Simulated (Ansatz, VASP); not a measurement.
# YTe in VASP and in Ansatz

```
CELL_PARAMETERS angstrom
0.03047 3.06274 3.06274
3.06274 0.03047 3.06274
3.06274 3.06274 0.03047
ATOMIC_POSITIONS crystal
Y 0.00000 0.00000 0.00000
Te 0.50000 0.50000 0.50000
```

Change from the starting cell: equal xy, yz and zx shear strains of +1 %.

Alike in both runs: task single point; functional PBEsol; k mesh 12 × 12 × 12; occupations fermi-dirac, width 0.05 eV; no spin polarisation.

|  | VASP | Ansatz |
| --- | --- | --- |
| version | VASP 6.6.1 | Ansatz 0.2.0 |
| potentials or method | VASP PAW PBE potentials, release 64 (Y_sv, Te), cutoff 520 eV | all-electron LAPW, scalar-relativistic |

Ansatz gave:

```
pressure (GPa)                                                : -0.5
traceless stress, the component that is largest in VASP (GPa) : -0.10
```

Task: Estimate VASP's values.

Result: Pressure (GPa): -0.4; traceless stress, the component that is largest in VASP (GPa): -0.10.

VASP's potentials were made for PBE, not for PBEsol. Ansatz ran all-electron here, and VASP with PAW potentials.

Neither program's run includes spin-orbit coupling.
